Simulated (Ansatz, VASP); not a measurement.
**TaN: VASP beside Ansatz**

```
Ta N
1.0
     2.93800    0.00000    0.00000
    -1.46900    2.54438    0.00000
     0.00000    0.00000    2.88300
Ta N
1 1
Direct
  0.00000 0.00000 0.50000
  0.66667 0.33333 0.00000
```

Alike in both runs: functional LDA; k mesh 10 × 10 × 9; occupations fermi-dirac, width 0.05 eV; no spin polarisation; Hubbard terms Ta d U = 1.0 eV.

|  | VASP | Ansatz |
| --- | --- | --- |
| version | VASP 6.6.1 | Ansatz 0.2.0 |
| potentials or method | VASP PAW LDA potentials, release 64 (Ta_sv_GW, N) | Ansatz PAW |
| plane-wave cutoff (eV) | 600 | 420 |
| valence electrons in the cell | 18 | 18 |
| task | single point | band structure |

|  | VASP | Ansatz | Ansatz less VASP |
| --- | --- | --- | --- |
| gap on the k mesh at the Fermi level (eV) | none | none | - |
| pressure (GPa) | -7.3 | -10.8 | -3.46 |
| traceless stress, the component that is largest in VASP (GPa) | -0.72 | -1.24 | -0.517 |

LDA's correlation is that of Perdew and Zunger in VASP and of Perdew and Wang (1992) in Ansatz. The programs project onto different local orbitals, so the same U acts differently, and such runs can settle in different states. A gap of «none» marks a metal or a gap that the smearing closes.

Neither program's run includes spin-orbit coupling.
